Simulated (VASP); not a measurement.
Li2Se, 3 atoms in the cell. The structure is cubic, space group Fm-3m (No. 225). Conventional cell: a = 5.992 Å, b = 5.992 Å, c = 5.992 Å, α = 90.00°, β = 90.00°, γ = 90.00°. Within 3.4 Å of Li (site symmetry -43m) lie 4 Se at 2.59 Å and 6 Li at 3.00 Å. Within 3.4 Å of Se (site symmetry m-3m) lie 8 Li at 2.59 Å. 

| Item | Value |
| --- | --- |
| Program | VASP 6.6.1 |
| Task | single point |
| Functional | PBEsol |
| Potentials or basis | VASP PAW PBE potentials, release 64 (Li_sv, Se) |
| Cutoff | 750 eV |
| k mesh | 8 × 8 × 8 |
| Occupations | gaussian, width 0.05 eV |
| Spin | no spin polarisation |
| Dipole correction | no |
| Further INCAR settings | ALGO = Normal; EDIFF = 1e-06; NBANDS = 13 |

Potentials or basis: VASP PAW PBE potentials, release 64 (Li_sv, Se).

Command:

```bash
$ cat potpaw_PBE.64/Li_sv/POTCAR potpaw_PBE.64/Se/POTCAR > POTCAR
$ mpirun -np 1 vasp_std > vasp.out
```

Hardware: 1 thread of AMD EPYC 7R43 64-Core Processor (Zen 3), with other jobs on the host.

Question: Estimate the wall time of this run.

Answer: Run time: 77 s on 1 thread of AMD EPYC 7R43 64-Core Processor (Zen 3), with other jobs on the host, peak memory 0.21 GiB. Counts: scf iterations 13, k points 29.
